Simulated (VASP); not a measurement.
# MgB7As8H (a cell with a defect) in VASP: single point with PBEsol

Aim: the single point of MgB7As8H (a cell with a defect) with PBEsol.

All numbers are computed with VASP 6.6.1; they aren't measurements. Logs are shortened: lines on timing, memory, paths and dates and some standing lists are left out, and cuts for length are marked.

## 1. The cell of the first run

The cell holds a defect, 17 atoms: a = 6.743 Å, b = 6.743 Å, c = 6.743 Å, α = 60.00°, β = 60.00°, γ = 60.00°.

## 2. Single point, PBEsol, collinear spin

File INCAR:

```
ALGO     = Normal         # electronic algorithm
EDIFF    = 1E-6           # SCF threshold, eV
ENCUT    = 520            # plane-wave cutoff, eV
GGA      = PS             # functional
GGA_COMPAT= F            
ISIF     = 2              # what is computed and relaxed
ISMEAR   = -1             # smearing method
ISPIN    = 2              # spin polarisation
LASPH    = T              # aspherical terms in the spheres
LCHARG   = F              # write CHGCAR
LORBIT   = 11             # projections on sites
LREAL    = F              # projectors in reciprocal space
LWAVE    = F              # write WAVECAR
MAGMOM   = 0.118 0.118 0.118 0.118 0.118 0.118 0.118 0.118 0.118 0.118 0.118 0.118 0.118 0.118 0.118 0.118 0.118 # initial moments
NBANDS   = 50             # bands
NELM     = 200            # most SCF steps
PREC     = Accurate       # precision mode
SIGMA    = 0.05           # smearing width, eV
```

File KPOINTS:

```
Automatic mesh
0
Gamma
  2 2 2
  0.5 0.5 0.5
```

File POSCAR:

```
MgB7As8H
1.0
    0.0000000000      4.7678820000      4.7678820000
    4.7678820000      0.0000000000      4.7678820000
    4.7678820000      4.7678820000      0.0000000000
B Mg As H
7 1 8 1
Direct
    0.9983020000      0.0090560000      0.9880380000
    0.0082940000      0.9945150000      0.5241770000
    0.5021340000      0.4845720000      0.0319980000
    0.9688710000      0.5137800000      0.9939350000
    0.4980630000      0.0164830000      0.4959830000
    0.4889010000      0.0277060000      0.0043430000
    0.0128980000      0.4804020000      0.5000020000
    0.4845190000      0.4573090000      0.6091030000
    0.1413430000      0.1122360000      0.1175100000
    0.6095900000      0.6314960000      0.6248910000
    0.1224590000      0.1315100000      0.6144600000
    0.6307330000      0.6766210000      0.0489450000
    0.1179840000      0.6408540000      0.1350110000
    0.6163160000      0.1263990000      0.6343060000
    0.6328120000      0.1240910000      0.1124930000
    0.1193380000      0.6401450000      0.6360010000
    0.5842010000      0.5617520000      0.2867660000
```

Potentials or basis: VASP PAW PBE potentials, release 64 (B, Mg, As, H).

Started as:

```sh
$ cat potpaw_PBE.64/B/POTCAR potpaw_PBE.64/Mg/POTCAR potpaw_PBE.64/As/POTCAR potpaw_PBE.64/H/POTCAR > POTCAR
$ mpirun -np 1 vasp_std > vasp.out
```

OUTCAR:

```text
EDIFF = 1E-6
   ENCUT = 520
   GGA = PS
   ISIF = 2
   ISMEAR = -1
   ISPIN = 2
   LASPH = T
   LORBIT = 11
   LREAL = F
   NELM = 200
   PREC = Accurate

 ion  position               nearest neighbor table
   1  0.998  0.009  0.988-  15 2.01  13 2.03  11 2.06   9 2.07
   2  0.008  0.995  0.524-  11 1.89  16 1.95  14 2.16   9 2.24
   3  0.502  0.485  0.032-  12 1.95  15 2.00  13 2.12  10 2.25
   4  0.969  0.514  0.994-  12 1.90  16 1.98   9 2.22  13 2.30
   5  0.498  0.016  0.496-  14 2.02  11 2.07  15 2.11  10 2.12
   6  0.489  0.028  0.004-  15 1.93   9 1.93  12 1.98  14 2.04   8 2.79
   7  0.013  0.480  0.500-  11 1.92  13 2.02  16 2.22  10 2.22
   8  0.485  0.457  0.609-  17 1.78  10 1.82  14 1.89  16 2.09   6 2.79  12 3.09
   9  0.141  0.112  0.118-   6 1.93   1 2.07   4 2.22   2 2.24
  10  0.610  0.631  0.625-   8 1.82   5 2.12   7 2.22   3 2.25
  11  0.122  0.132  0.614-   2 1.89   7 1.92   1 2.06   5 2.07
  12  0.631  0.677  0.049-  17 1.33   4 1.90   3 1.95   6 1.98  14 2.92   8 3.09
  13  0.118  0.641  0.135-   7 2.02   1 2.03   3 2.12   4 2.30
  14  0.616  0.126  0.634-   8 1.89   5 2.02   6 2.04   2 2.16  12 2.92
  15  0.633  0.124  0.112-   6 1.93   3 2.00   1 2.01   5 2.11
  16  0.119  0.640  0.636-   2 1.95   4 1.98   8 2.09   7 2.22
  17  0.584  0.562  0.287-  12 1.33   8 1.78

  LATTYP: Found a face centered cubic cell.
 ALAT       =     9.5357640000

  Lattice vectors:

 A1 = (   0.0000000000,   4.7678820000,   4.7678820000)
 A2 = (   4.7678820000,   0.0000000000,   4.7678820000)
 A3 = (   4.7678820000,   4.7678820000,   0.0000000000)

Analysis of symmetry for initial positions (statically):
=====================================================================
 Subroutine PRICEL returns:
 Original cell was already a primitive cell.

 Routine SETGRP: Setting up the symmetry group for a
 face centered cubic supercell.

 Subroutine GETGRP returns: Found  1 space group operations
 (whereof  1 operations were pure point group operations)
 out of a pool of 48 trial point group operations.

The static configuration has the point symmetry C_1 .

Analysis of symmetry for dynamics (positions and initial velocities):
=====================================================================
 Subroutine PRICEL returns:
 Original cell was already a primitive cell.

 Routine SETGRP: Setting up the symmetry group for a
 face centered cubic supercell.

 Subroutine GETGRP returns: Found  1 space group operations
 (whereof  1 operations were pure point group operations)
 out of a pool of 48 trial point group operations.

The dynamic configuration has the point symmetry C_1 .

Analysis of structural, dynamic, and magnetic symmetry:
=====================================================================
 Subroutine PRICEL returns:
 Original cell was already a primitive cell.

 Routine SETGRP: Setting up the symmetry group for a
 face centered cubic supercell.

 Subroutine GETGRP returns: Found  1 space group operations
 (whereof  1 operations were pure point group operations)
 out of a pool of 48 trial point group operations.

The overall configuration has the point symmetry C_1 .

 Subroutine INISYM returns: Found  1 space group operations
 (whereof  1 operations are pure point group operations),
 and found     1 'primitive' translations

----------------------------------------------------------------------------------------

                                     Primitive cell

  volume of cell :     216.7737

  direct lattice vectors                    reciprocal lattice vectors
     0.000000000  4.767882000  4.767882000    -0.104868367  0.104868367  0.104868367
     4.767882000  0.000000000  4.767882000     0.104868367 -0.104868367  0.104868367
     4.767882000  4.767882000  0.000000000     0.104868367  0.104868367 -0.104868367

  length of vectors
     6.742803388  6.742803388  6.742803388     0.181637340  0.181637340  0.181637340

  position of ions in fractional coordinates (direct lattice)
     0.998302000  0.009056000  0.988038000
     0.008294000  0.994515000  0.524177000
     0.502134000  0.484572000  0.031998000
     0.968871000  0.513780000  0.993935000
     0.498063000  0.016483000  0.495983000
     0.488901000  0.027706000  0.004343000
[... 9 lines left out ...]
     0.119338000  0.640145000  0.636001000
     0.584201000  0.561752000  0.286766000

  ion indices of the primitive-cell ions
   primitive index   ion index
                 1           1
                 2           2
[... 39 lines left out ...]

 Found     16 irreducible k-points:

 Following reciprocal coordinates:
            Coordinates               Weight
  0.250000  0.250000  0.250000      2.000000
  0.250000  0.000000  0.000000      2.000000
  0.000000  0.000000 -0.250000      2.000000
  0.000000  0.250000  0.000000      2.000000
 -0.250000  0.250000  0.250000      2.000000
  0.250000 -0.250000  0.250000      2.000000
[... 8 lines left out ...]
  0.000000  0.250000  0.500000      2.000000
  0.500000  0.250000  0.000000      2.000000
   k-points           NKPTS =     16   k-points in BZ     NKDIM =     16   number of bands    NBANDS=     50
   number of dos      NEDOS =    301   number of ions     NIONS =     17
   total plane-waves  NPLWV = 125000
   dimension x,y,z NGX =    50 NGY =   50 NGZ =   50
   dimension x,y,z NGXF=   100 NGYF=  100 NGZF=  100
   ions per type =               7   1   8   1
   NGX,Y,Z   is equivalent  to a cutoff of  12.33, 12.33, 12.33 a.u.
   NGXF,Y,Z  is equivalent  to a cutoff of  24.66, 24.66, 24.66 a.u.
 SYSTEM =  unknown system
   PREC   = accura    normal or accurate (medium, high low for compatibility)
   ISTART =      0    job   : 0-new  1-cont  2-samecut
   ICHARG =      2    charge: 1-file 2-atom 10-const
   ISPIN  =      2    spin polarized calculation?
   LNONCOLLINEAR =      F non collinear calculations
   LSORBIT =      F    spin-orbit coupling
   LASPH  =      T    aspherical Exc in radial PAW
   ENCUT  =  520.0 eV  38.22 Ry    6.18 a.u.  12.54 12.54 12.54*2*pi/ulx,y,z
   NELM   =    200;   NELMIN=  2; NELMDL= -5     # of ELM steps
   EDIFF  = 0.1E-05   stopping-criterion for ELM
   LREAL  =      F    real-space projection
   EDIFFG = 0.1E-04   stopping-criterion for IOM
   NSW    =      0    number of steps for IOM
   IBRION =     -1    ionic relax: 0-MD 1-quasi-New 2-CG
   NFREE  =      0    steps in history (QN), initial steepest desc. (CG)
   ISIF   =      2    stress and relaxation
   ISYM   =      2    0-nonsym 1-usesym 2-fastsym
   POTIM  = 0.5000    time-step for ionic-motion
   TEBEG  =    0.0;   TEEND  =   0.0 temperature during run
   PSTRESS=    0.0 pullay stress
   NELECT =      64.0000    total number of electrons
   NUPDOWN=      -1.0000    fix difference up-down
   EMIN   =  10.00;   EMAX   =-10.00  energy-range for DOS
   EFERMI =   0.00;   METHOD = LEGACY
   ISMEAR =    -1;   SIGMA  =   0.05  broadening in eV -4-tet -1-fermi 0-gaus
   EFERMI_NEDOS =   21; number of points for ismear=-14 and -15
   IALGO  =     38    algorithm
   IMIX   =      4    mixing-type and parameters
     AMIX     =   0.40;   BMIX     =  1.00
     AMIX_MAG =   1.60;   BMIX_MAG =  1.00
  volume/ion in A,a.u.               =      12.75        86.05
  Fermi-wavevector in a.u.,A,eV,Ry     =   1.090099  2.059989 16.168022  1.188316
  Thomas-Fermi vector in A             =   2.226316
   LORBIT       =     11    0 simple, 1 ext, 2 COOP (PROOUT), +10 PAW based schemes
   GGA     = PS    functional components
   LHFCALC =     F    Hartree Fock is set to
   AEXX    =    0.0000 exact exchange contribution
   IVDW    =     0    specifies the selected vdW correction
   LEPSILON=     F    determine dielectric tensor
   LRPA    =     F    only Hartree local field effects (RPA)
 spin polarized calculation
  energy-cutoff  :      520.00
  volume of cell :      216.77
 maximum number of plane-waves:      5861
   NGX = 25   NGY = 25   NGZ = 25

 number of electron      64.0000000 magnetization      -0.0000442

 number of electron      64.0000000 magnetization       0.0000409

 Free energy of the ion-electron system (eV)
  ---------------------------------------------------
  ext. energy  EPLUGINS =         0.00000000
  ---------------------------------------------------
  free energy    TOTEN  =       -82.16074312 eV

  energy without entropy =      -82.16009439  energy(sigma->0) =      -82.16041876

 E-fermi :   6.9908     XC(G=0): -10.8350

 val. band max:        6.7346346547   @ k =   0.0000   0.2500   0.0000
 cond. band min:       7.2494758257   @ k =   0.0000   0.2500   0.0000
 fundamental gap:      0.5148411710
 Fermi energy:         6.9907659588

 spin component 1

 k-point     1 :       0.2500    0.2500    0.2500
  band No.  band energies     occupation
      1      -9.2953      1.00000
      2      -7.6893      1.00000
      3      -6.7574      1.00000
      4      -6.4389      1.00000
      5      -6.0118      1.00000
      6      -5.6421      1.00000
[... 741 lines left out ...]
     43      10.9276      0.00000
     44      11.2135      0.00000
 Fermi energy:         6.9907659588

 spin component 2

 k-point     1 :       0.2500    0.2500    0.2500
  band No.  band energies     occupation
      1      -9.2953      1.00000
      2      -7.6893      1.00000
      3      -6.7574      1.00000
      4      -6.4389      1.00000
      5      -6.0118      1.00000
      6      -5.6421      1.00000
[... 741 lines left out ...]
     43      10.9277      0.00000
     44      11.2135      0.00000
 [bands above 44 left out]

------------------------ aborting loop because EDIFF is reached ----------------------------------------

  FORCE on cell =-STRESS in cart. coord.  units (eV):
  Direction    XX          YY          ZZ          XY          YZ          ZX
  --------------------------------------------------------------------------------------
  -------------------------------------------------------------------------------------
  Total       40.0002118     29.3408270     43.7792931     -5.0663748      5.5843357     16.9849426
  in kB      295.6421705    216.8584961    323.5734178    -37.4456527     41.2739093    125.5359673
  external PRESSURE =     278.6913615 kB  Pullay stress =       0.0000000 kB

 VOLUME and BASIS-vectors are now :
 -----------------------------------------------------------------------------
  energy-cutoff  :      520.00
  volume of cell :      216.77
      direct lattice vectors                 reciprocal lattice vectors
     0.000000000  4.767882000  4.767882000    -0.104868367  0.104868367  0.104868367
     4.767882000  0.000000000  4.767882000     0.104868367 -0.104868367  0.104868367
     4.767882000  4.767882000  0.000000000     0.104868367  0.104868367 -0.104868367

 POSITION                                       TOTAL-FORCE (eV/Angst)
 -----------------------------------------------------------------------------------
      4.75403      9.47063      4.80296        -0.272589      0.973994      0.456226
      7.24094      2.53876      4.78127        -1.511695     -3.352921     -1.304217
      2.46294      2.54668      4.70450        -0.638414     -3.436982      0.399586
      7.18861      9.35843      7.06911        -0.937176      3.218744      1.892476
      2.44338      4.73949      2.45329        -1.039937      0.746559     -1.023879
      0.15281      2.35173      2.46312        -1.960278     -0.649643     -0.189919
[... 9 lines left out ...]
      6.08451      3.60137      3.62113         0.093528     -4.258302     -2.928599
      4.04563      4.15267      5.46377         2.593165      3.282852     -2.803291
 -----------------------------------------------------------------------------------
    total drift:                                0.000030      0.000211     -0.000251

  FREE ENERGIE OF THE ION-ELECTRON SYSTEM (eV)
  ---------------------------------------------------
  free  energy   TOTEN  =       -82.1607431241 eV

  energy  without entropy=      -82.1600943939  energy(sigma->0) =      -82.16041876

 total charge

# of ion       s       p       d       tot
------------------------------------------
    1        0.659   1.197   0.000   1.856
    2        0.672   1.197   0.000   1.869
    3        0.663   1.167   0.000   1.831
    4        0.661   1.170   0.000   1.832
    5        0.653   1.137   0.000   1.790
    6        0.679   1.318   0.000   1.997
[... 9 lines left out ...]
   16        1.209   1.814   0.079   3.102
   17        0.676   0.035   0.000   0.710
--------------------------------------------------
tot         15.313  22.877   0.901  39.091

 magnetization (x)

# of ion       s       p       d       tot
------------------------------------------
    1        0.000  -0.000   0.000   0.000
    2        0.000  -0.000   0.000   0.000
    3        0.000  -0.000   0.000  -0.000
    4        0.000  -0.000   0.000   0.000
    5        0.000  -0.000   0.000   0.000
    6        0.000  -0.000   0.000  -0.000
[... 9 lines left out ...]
   16        0.000  -0.000  -0.000  -0.000
   17        0.000  -0.000   0.000   0.000
--------------------------------------------------
tot          0.000  -0.000  -0.000   0.000
```

It took 8.1 min on 1 thread of Intel Xeon Platinum 8259CL at 2.50GHz (Skylake/Cascade Lake), shared host; peak memory 0.59 GiB.

Results:

```yaml
Free_energy: -82.1607 eV
Pressure: 27.9 GPa
Largest_force: 16.380 eV/Å
Band_gap_on_the_k_mesh: 0.51 eV
Net_moment: 0.00 μB per cell
Valence_electrons_inside_the_program's_atomic_spheres: B 1.86, 1.87, 1.83, 1.79, 2.00, 1.81 (each value once); Mg 1.02; As 2.90, 3.09, 3.06, 3.19, 2.89, 3.15, 3.00, 3.10; H 0.71
```

Forces in eV/Å, atoms in the order of the input:
```
B    -0.273   0.974   0.456
B    -1.512  -3.353  -1.304
B    -0.638  -3.437   0.400
B    -0.937   3.219   1.892
B    -1.040   0.747  -1.024
B    -1.960  -0.650  -0.190
B     3.473  -1.600   1.189
Mg   -0.661  -6.019  -4.162
As    3.690  -1.940  -1.502
As    7.365   6.489  13.114
As    0.449   2.430   0.937
As   -1.109  -1.712   0.705
As   -1.874  -0.334  -1.384
As  -10.076   4.018  -3.847
As    2.417   2.143   0.452
As    0.094  -4.258  -2.929
H     2.593   3.283  -2.803
```

Stress tensor (GPa, compression positive):
```
29.56 -3.74 12.55
-3.74 21.69  4.13
12.55  4.13 32.36
```

Levels at points of the mesh, in eV from the valence-band top:
Spin up:
```tsv
k point	band 28	band 29	band 30	band 31	band 32	band 33	band 34	band 35	band 36	band 37
(0.25, 0.25, 0.25)	-1.97	-1.64	-1.41	-0.66	-0.26	0.60	1.02	1.16	1.65	1.95
```
Spin down:
| k point | band 29 | band 30 | band 31 | band 32 | band 33 | band 34 | band 35 | band 36 |
| --- | --- | --- | --- | --- | --- | --- | --- | --- |
| (0.25, 0.25, 0.25) | -1.64 | -1.41 | -0.66 | -0.26 | 0.60 | 1.02 | 1.16 | 1.65 |

Caveat: the k points lie up to 0.57 Å⁻¹ apart; atoms lie so close that the PAW spheres overlap strongly, which falsifies energies and pressures; semilocal functionals underestimate gaps, and a narrow one can read as zero; the PAW data sets were made with another functional, which shifts forces and pressure a little.
